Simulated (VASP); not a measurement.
A run of VASP 6.6.1 is set up as follows.

File INCAR:

```
SYSTEM = Sc
  ALGO = Normal
  EDIFF = 1E-6
  ENCUT = 500
  GGA = PS
  GGA_COMPAT = .False.
  ISIF = 2
  ISMEAR = 0
  LASPH = .True.
  LCHARG = .False.
  LREAL = .False.
  LWAVE = .False.
  NBANDS = 12
  NELM = 120
  PREC = Accurate
  SIGMA = 0.1
```

The input KPOINTS:

```
k-points
0
Gamma
  8 8 8
  0 0 0
```

Contents of POSCAR:

```
Sc
1.0
   -1.9172054859      1.9172054859      1.7176030000
    1.9172054859     -1.9172054859      1.7176030000
    1.9172054859      1.9172054859     -1.7176030000
Sc
1
Direct
    0.0000000000      0.0000000000      0.0000000000
```

Potentials or basis: VASP PAW PBE potentials, release 64 (Sc_sv).

The run is started by

```sh
$ cat potpaw_PBE.64/Sc_sv/POTCAR > POTCAR
$ mpirun -np 1 vasp_std > vasp.out
```

Question: What does it give for the pressure?

Answer: -3.0 GPa.

Question: What does it give for the band gap on the k mesh?

Answer: Zero (an odd number of electrons rules out a gap without spin polarisation).

Stress tensor (GPa, compression positive):
```
-3.28  0.00  0.00
 0.00 -3.28  0.00
 0.00  0.00 -2.38
```

Caveat: the PAW data sets were made with another functional, which shifts forces and pressure a little.
